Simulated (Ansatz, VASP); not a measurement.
## In4P in VASP and in Ansatz

INCAR

```
PREC = Accurate
ENCUT = 600
EDIFF = 1E-7
ISMEAR = 0
SIGMA = 0.1
LREAL = F
LASPH = T
NELM = 100
ALGO = Normal
ISIF = 3
LWAVE = F
LCHARG = F
GGA = PE
IBRION = 2
NSW = 90
EDIFFG = -0.04
```

Contents of KPOINTS:

```
regular mesh
0
Gamma
  4 4 4
```

The input POSCAR:

```
In4P
1.0
    5.2338027600      0.0000000000      0.0000000000
    0.0000000000      5.2338027600      0.0000000000
    0.0000000000      0.0000000000      5.2338027600
In P
4 1
Direct
    0.5000000000      0.0000000000      0.0000000000
    0.0000000000      0.5000000000      0.0000000000
    0.0000000000      0.0000000000      0.5000000000
    0.0000000000      0.0000000000      0.0000000000
    0.5000000000      0.5000000000      0.5000000000
```

Input for Ansatz:

```yaml
crystal:
  lattice:
    - [5.23380276, 0.0, 0.0]
    - [0.0, 5.23380276, 0.0]
    - [0.0, 0.0, 5.23380276]
  atoms:
    - { symbol: In, position: [0.5, 0.0, 0.0] }
    - { symbol: In, position: [0.0, 0.5, 0.0] }
    - { symbol: In, position: [0.0, 0.0, 0.5] }
    - { symbol: In, position: [0.0, 0.0, 0.0] }
    - { symbol: P, position: [0.5, 0.5, 0.5] }
basis:
  ecutwfc: 420
kpoints:
  mp_grid: { grid: [4, 4, 4] }
hamiltonian:
  xc: pbe
scf:
  occupations: { method: gaussian, width: 0.1 }
  lower_state_search: "off"
output:
  forces: true
  stress: true
  eigenvalues: true
relax:
  adjacent_minimum: "off"
  f_tol: 0.04
  max_steps: 70
  cell: { stress_tol: 0.4 }
```

Alike in both runs: task relaxation of cell and atoms; functional PBE; k mesh 4 × 4 × 4; occupations gaussian, width 0.1 eV; no spin polarisation.

|  | VASP | Ansatz |
| --- | --- | --- |
| version | VASP 6.6.1 | Ansatz 0.2.0 |
| potentials or method | VASP PAW PBE potentials, release 64 (In_d, P), cutoff 600 eV | scalar-relativistic, plane waves, PAW |
| valence electrons in the cell | 57 | 57 |

VASP gave:

- gap on the k mesh at the Fermi level, each at its own relaxed structure (eV): none
- relaxed volume (Å³/atom): 32.96
- relaxed length of the cell vector where the two differ most in proportion (Å): 5.483

Task: What did Ansatz give for the same quantities?

Result: gap on the k mesh at the Fermi level, each at its own relaxed structure (eV): none; relaxed volume (Å³/atom): 32.93; relaxed length of the cell vector where the two differ most in proportion (Å): 5.481.

A gap of «none» marks a metal or a gap that the smearing closes.
